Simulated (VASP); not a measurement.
Write the native input for VASP 6.6.1 that does the following.

```
Task                   : single point
Functional             : PBE
Potentials or basis    : VASP PAW PBE potentials, release 64 (Cd, F)
Cutoff                 : 600 eV
k mesh                 : 8 × 8 × 8
Occupations            : gaussian, width 0.02 eV
Spin                   : non-collinear spin, zero start, spin-orbit coupling
Starting moments       : [[0.0, 0.0, 0.0], [0.0, 0.0, 0.0], [0.0, 0.0, 0.0]] μB
Dipole correction      : no
Further INCAR settings : ALGO = Normal; EDIFF = 1e-06; NBANDS = 39
```

The structure of CdF2 (m.bso) lies in POSCAR:

```
CdF2
1.0
    0.0000000000      2.7406998189      2.7406998189
    2.7406998189      0.0000000000      2.7406998189
    2.7406998189      2.7406998189      0.0000000000
Cd F
1 2
Direct
    0.0000000000      0.0000000000      0.0000000000
    0.2500000000      0.2500000000      0.2500000000
    0.7500000000      0.7500000000      0.7500000000
```

These files were run (other wordings do the same):

INCAR

```
PREC = Accurate ; ENCUT = 600
EDIFF = 1E-6 ; ISMEAR = 0
SIGMA = 0.02 ; LREAL = False
LASPH = True ; NELM = 200
ALGO = Normal ; ISIF = 2
LWAVE = False ; LCHARG = True
LNONCOLLINEAR = True ; MAGMOM = 0 0 0 0 0 0 0 0 0
LORBIT = 11 ; LSORBIT = True
GGA_COMPAT = False ; LORBMOM = True
GGA = PE ; LVHAR = True
NBANDS = 39
```

KPOINTS

```
Automatic mesh
0
Gamma
  8 8 8
```

Potentials or basis: VASP PAW PBE potentials, release 64 (Cd, F).

Run with:

```bash
$ cat potpaw_PBE.64/Cd/POTCAR potpaw_PBE.64/F/POTCAR > POTCAR
$ mpirun -np 1 vasp_ncl > vasp.out
```

Results of the run:

```yaml
Pressure: 0.4 GPa
Net_moment: 0.00 μB per cell
Valence_electrons_inside_the_program's_atomic_spheres: Cd 10.08; F 6.07
```

It took 2.7 min on 1 thread of AMD EPYC 7R43 64-Core Processor (Zen 3), on a shared host, peak memory 0.3 GiB.
